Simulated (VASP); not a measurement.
# Ta4O (P4/mmm) in VASP: further runs, part 2 of 2

VASP 6.6.1. Earlier steps stand in the parts before.

### Step 3. Single point, PBE (strain -0.015 along x and y, +0.000 along z)

INCAR reads:

```
SYSTEM = Ta4O
  ALGO = Normal
  EDIFF = 1E-6
  ENCUT = 520
  GGA = PE
  ISIF = 2
  ISMEAR = 0
  LASPH = .True.
  LCHARG = .False.
  LREAL = .False.
  LWAVE = .False.
  NBANDS = 33
  NELM = 100
  PREC = Accurate
  SIGMA = 0.15
```

KPOINTS reads:

```
k-points
0
Gamma
  14 14 8
  0 0 0
```

POSCAR reads:

```
Ta4O
1.0
    3.2058864392      0.0000000000      0.0000000000
    0.0000000000      3.2058864392      0.0000000000
    0.0000000000      0.0000000000      7.3953866773
Ta O
4 1
Direct
    0.0000000000      0.0000000000      0.5000000000
    0.5000000000      0.5000000000      0.7829127273
    0.5000000000      0.5000000000      0.2170872727
    0.0000000000      0.0000000000      0.0000000000
    0.5000000000      0.5000000000      0.5000000000
```

Potentials or basis: VASP PAW PBE potentials, release 64 (Ta_pv, O).

Run with:

```
$ cat potpaw_PBE.64/Ta_pv/POTCAR potpaw_PBE.64/O/POTCAR > POTCAR
$ mpirun -np 1 vasp_std > vasp.out
```

Wall time 5.7 min (1 thread of Intel Xeon 8259CL, shared host); peak memory 0.44 GiB.

Results (log left out):

- Free energy: -55.0357 eV
- Pressure: 7.0 GPa
- Largest force: 0.061 eV/Å
- Band gap on the k mesh: zero (bands 25 and 26 overlap by 1.15 eV)

Forces in eV/Å, atoms in the order of the input:
```
Ta   0.000  0.000  0.000
Ta   0.000  0.000 -0.061
Ta   0.000  0.000  0.061
Ta   0.000  0.000  0.000
O    0.000  0.000  0.000
```

Stress tensor (GPa, compression positive):
```
7.63 0.00 0.00
0.00 7.63 0.00
0.00 0.00 5.77
```

Levels at points of the mesh, in eV from the Fermi level:
```tsv
k point	band 23	band 24	band 25	band 26	band 27	band 28
(0.00, 0.00, 0.00)	-0.50	-0.50	-0.08	0.61	1.08	1.08
(0.50, 0.00, 0.00)	-0.94	-0.70	0.16	0.95	0.98	1.35
(0.50, 0.50, 0.00)	-1.58	-0.66	-0.66	1.89	2.41	2.90
(0.00, 0.00, 0.50)	-0.54	-0.54	0.33	0.65	0.65	0.88
(0.50, 0.00, 0.50)	-1.04	-0.62	-0.42	1.10	1.28	1.49
(0.50, 0.50, 0.50)	-1.86	0.13	0.13	1.89	1.97	1.97
```

Caveat: the cell differs from its parent crystal (strain -0.015 along x and y, +0.000 along z); the cell stands under pressure; spin-orbit coupling is left out, which moves the levels of the heavy elements.

### Step 4. Single point, PBE (strain +0.000 along x and y, -0.015 along z)

INCAR reads:

```
SYSTEM = Ta4O
  PREC = Accurate
  ENCUT = 520
  EDIFF = 1E-6
  ISMEAR = 0
  SIGMA = 0.15
  LREAL = .FALSE.
  LASPH = .TRUE.
  NELM = 60
  ALGO = Normal
  ISIF = 2
  LWAVE = .FALSE.
  LCHARG = .FALSE.
  GGA = PE
  NBANDS = 33
```

KPOINTS reads:

```
regular mesh
0
G
  14 14 8
  0 0 0
```

POSCAR: that of step 3 with these lines changed.

```diff
@@ -2,5 +2,5 @@
 1.0
-    3.2058864392      0.0000000000      0.0000000000
-    0.0000000000      3.2058864392      0.0000000000
-    0.0000000000      0.0000000000      7.3953866773
+    3.2547070449      0.0000000000      0.0000000000
+    0.0000000000      3.2547070449      0.0000000000
+    0.0000000000      0.0000000000      7.2844558771
 Ta O
```

Potentials or basis: VASP PAW PBE potentials, release 64 (Ta_pv, O).

Run with:

```
$ cat potpaw_PBE.64/Ta_pv/POTCAR potpaw_PBE.64/O/POTCAR > POTCAR
$ mpirun -np 1 vasp_std > vasp.out
```

OUTCAR:

```text
SYSTEM = Ta4O
   PREC = Accurate
   ENCUT = 520
   EDIFF = 1E-6
   ISMEAR = 0
   LREAL = .FALSE.
   LASPH = .TRUE.
   NELM = 60
   ISIF = 2
   GGA = PE

 ion  position               nearest neighbor table
   1  0.000  0.000  0.500-   5 2.30   5 2.30   5 2.30   5 2.30   3 3.09   3 3.09   2 3.09   3 3.09
                             2 3.09   2 3.09   3 3.09   2 3.09
   2  0.500  0.500  0.783-   5 2.06   4 2.79   4 2.79   4 2.79   4 2.79   1 3.09   1 3.09   1 3.09
                             1 3.09   3 3.16
   3  0.500  0.500  0.217-   5 2.06   4 2.79   4 2.79   4 2.79   4 2.79   1 3.09   1 3.09   1 3.09
                             1 3.09   2 3.16
   4  0.000  0.000  0.000-   2 2.79   3 2.79   2 2.79   3 2.79   2 2.79   3 2.79   2 2.79   3 2.79
[... 1072 lines left out ...]
  Total        1.3483680      1.3483680      3.5878437      0.0000000      0.0000000      0.0000000
  in kB       27.9961352     27.9961352     74.4943224      0.0000000      0.0000000      0.0000000
  external PRESSURE =      43.4955309 kB  Pullay stress =       0.0000000 kB

 VOLUME and BASIS-vectors are now :
 -----------------------------------------------------------------------------
  energy-cutoff  :      520.00
  volume of cell :       77.17
      direct lattice vectors                 reciprocal lattice vectors
     3.254707045  0.000000000  0.000000000     0.307247315  0.000000000  0.000000000
     0.000000000  3.254707045  0.000000000     0.000000000  0.307247315  0.000000000
     0.000000000  0.000000000  7.284455877     0.000000000  0.000000000  0.137278613

 POSITION                                       TOTAL-FORCE (eV/Angst)
 -----------------------------------------------------------------------------------
      0.00000      0.00000      3.64223         0.000000      0.000000      0.000000
      1.62735      1.62735      5.70309        -0.000000     -0.000000      0.242801
      1.62735      1.62735      1.58136         0.000000      0.000000     -0.242801
      0.00000      0.00000      0.00000         0.000000      0.000000      0.000000
      1.62735      1.62735      3.64223         0.000000      0.000000      0.000000
 -----------------------------------------------------------------------------------
    total drift:                                0.000000     -0.000000      0.000000

  FREE ENERGIE OF THE ION-ELECTRON SYSTEM (eV)
  ---------------------------------------------------
  free  energy   TOTEN  =       -55.0639892174 eV

  energy  without entropy=      -55.0353615275  energy(sigma->0) =      -55.04967537
```

Run time: 5.5 min. Hardware: 1 thread of Intel Xeon 8259CL, shared host; peak memory 0.44 GiB.

Results:

```
Free energy            : -55.0640 eV
Pressure               : 4.3 GPa
Largest force          : 0.243 eV/Å
Band gap on the k mesh : zero (bands 25 and 26 overlap by 1.06 eV)
```

Forces in eV/Å, atoms in the order of the input:
```
Ta   0.000  0.000  0.000
Ta   0.000  0.000  0.243
Ta   0.000  0.000 -0.243
Ta   0.000  0.000  0.000
O    0.000  0.000  0.000
```

Caveat: the cell differs from its parent crystal (strain +0.000 along x and y, -0.015 along z); the cell stands under pressure; spin-orbit coupling is left out, which moves the levels of the heavy elements.

### Step 5. The runs side by side

| cell | gap on the mesh (eV) | pressure (GPa) | largest force (eV/Å) |
| --- | --- | --- | --- |
| a = 3.255, b = 3.255, c = 7.174 Å, 5 atoms | none | 8.9 | 0.52 |
| a = 3.206, b = 3.206, c = 7.395 Å, 5 atoms | none | 7.0 | 0.06 |
| a = 3.255, b = 3.255, c = 7.284 Å, 5 atoms | none | 4.3 | 0.24 |

Alike in all rows: task single point; level PBE; potentials or basis VASP PAW PBE potentials, release 64 (Ta_pv, O); no spin polarisation; k mesh 14 × 14 × 8; cutoff (eV) 520; smearing gaussian 0.15 eV.

Caveats: spin-orbit coupling is left out, which moves the levels of the heavy elements; the cell stands under pressure (at least some runs); the stress differs along the axes, from 6 to 16 GPa (at least some runs).

Absolute energies hang on the potentials; compare differences alone.
